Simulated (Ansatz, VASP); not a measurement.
## MgO in VASP and in Ansatz

Contents of INCAR:

```
SYSTEM = MgO
AGGAC = 1.0
AGGAX = 1.0
ALDAC = 0.0
ALDAX = 1.0
ALGO = Normal
EDIFF = 1E-6
ENCUT = 520
GGA = B5
ISIF = 2
ISMEAR = 0
LASPH = .TRUE.
LCHARG = .FALSE.
LREAL = .FALSE.
LWAVE = .FALSE.
NBANDS = 16
NELM = 100
PREC = Accurate
SIGMA = 0.01
```

Contents of KPOINTS:

```
k-points
0
G
  6 6 4
  0 0 0
```

Contents of POSCAR:

```
MgO
1.0
    3.3077900000      0.0000000000      0.0000000000
   -1.6538900000      2.8646300000      0.0000000000
    0.0000000000      0.0000000000      4.9828800000
Mg O
2 2
Direct
    0.3333333333      0.6666666667      0.0021600000
    0.6666666667      0.3333333333      0.5021600000
    0.3333333333      0.6666666667      0.4024400000
    0.6666666667      0.3333333333      0.9024400000
```

Input for Ansatz:

```yaml
crystal:
  lattice:
    - [3.30779, 0.0, 0.0]
    - [-1.65389, 2.86463, 0.0]
    - [0.0, 0.0, 4.98288]
  atoms:
    - { symbol: Mg, position: [0.3333333333333333, 0.6666666666666666, 0.00216] }
    - { symbol: Mg, position: [0.6666666666666666, 0.3333333333333333, 0.50216] }
    - { symbol: O, position: [0.3333333333333333, 0.6666666666666666, 0.40244] }
    - { symbol: O, position: [0.6666666666666666, 0.3333333333333333, 0.90244] }
kpoints:
  mp_grid:
    grid: [6, 6, 4]
    shift: [0.0, 0.0, 0.0]
hamiltonian:
  xc: blyp
scf:
  occupations:
    method: fixed
output:
  stress: true
  eigenvalues: true
```

Alike in both runs: task single point; functional BLYP; k mesh 6 × 6 × 4; no spin polarisation.

|  | VASP | Ansatz |
| --- | --- | --- |
| version | VASP 6.6.1 | Ansatz 0.2.0 |
| potentials or method | VASP PAW PBE potentials, release 64 (Mg, O) | plane waves, PAW |
| plane-wave cutoff (eV) | 520 | 420 |
| occupations | gaussian, width 0.01 eV | fixed |
| valence electrons in the cell | 16 | 32 |

Ansatz gave:

| Item | Value |
| --- | --- |
| gap on the k mesh at the Fermi level (eV) | 3.74 |
| pressure (GPa) | 4.7 |
| traceless stress, the component that is largest in VASP (GPa) | 0.47 |

Q: What did VASP give for the same quantities?

A: gap on the k mesh at the Fermi level (eV): 3.72; pressure (GPa): 4.7; traceless stress, the component that is largest in VASP (GPa): 0.44.

VASP's potentials were made for PBE, not for BLYP. VASP's potentials hold 16 valence electrons a cell and Ansatz's 32, so a difference there can come from the potentials and not from the codes.
